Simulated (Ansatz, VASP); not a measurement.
# Two plane-wave programs on BaTe

```
CELL_PARAMETERS angstrom
0.00000 3.41000 3.41000
3.41000 0.00000 3.41000
3.41000 3.41000 0.00000
ATOMIC_POSITIONS crystal
Ba 0.00000 0.00000 0.00000
Te 0.51466 0.48534 0.48534
```

Alike in both runs: task single point; functional PBE; k mesh 4 × 4 × 4; no spin polarisation.

|  | VASP | Ansatz |
| --- | --- | --- |
| version | VASP 6.6.1 | Ansatz 0.2.0 |
| potentials or method | VASP PAW PBE potentials, release 64 (Ba_sv, Te) | plane waves, PAW |
| plane-wave cutoff (eV) | 520 | 420 |
| occupations | gaussian, width 0.01 eV | fixed |
| valence electrons in the cell | 16 | 26 |

Ansatz gave:

| Item | Value |
| --- | --- |
| rms of the force components (eV/Å) | 0.165 |

Q: What did VASP give for the same quantities?

A: rms of the force components (eV/Å): 0.171.

Atom by atom the forces differ by 0.007 eV/Å (rms over components). VASP's potentials hold 16 valence electrons a cell and Ansatz's 26, so a difference there can come from the potentials and not from the codes.

Spin-orbit coupling is off throughout.
